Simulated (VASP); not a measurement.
Input of a VASP 6.6.1 run:

The input INCAR:

```
SYSTEM = Ag
PREC = Accurate
ENCUT = 520
EDIFF = 1E-7
ISMEAR = -1
SIGMA = 0.1
LREAL = .FALSE.
LASPH = .TRUE.
NELM = 80
ALGO = Normal
ISIF = 2
LWAVE = .FALSE.
LCHARG = .FALSE.
GGA = PE
NBANDS = 18
```

File KPOINTS:

```
regular mesh
0
G
  14 14 14
  0 0 0
```

Contents of POSCAR:

```
Ag
1.0
    0.0000000000      3.2265372799      3.2265372799
    3.2265372799      0.0000000000      3.2265372799
    3.2265372799      3.2265372799      0.0000000000
Ag
2
Direct
    0.1250000000      0.1250000000      0.1250000000
    0.8750000000      0.8750000000      0.8750000000
```

Potentials or basis: VASP PAW PBE potentials, release 64 (Ag).

Run with:

```console
$ cat potpaw_PBE.64/Ag/POTCAR > POTCAR
$ mpirun -np 1 vasp_std > vasp.out
```

**Question.** Predict the band gap on the k mesh.

**Answer.** Zero (bands 11 and 12 overlap by 0.61 eV).

**Question.** Estimate the pressure.

**Answer.** -2.5 GPa.
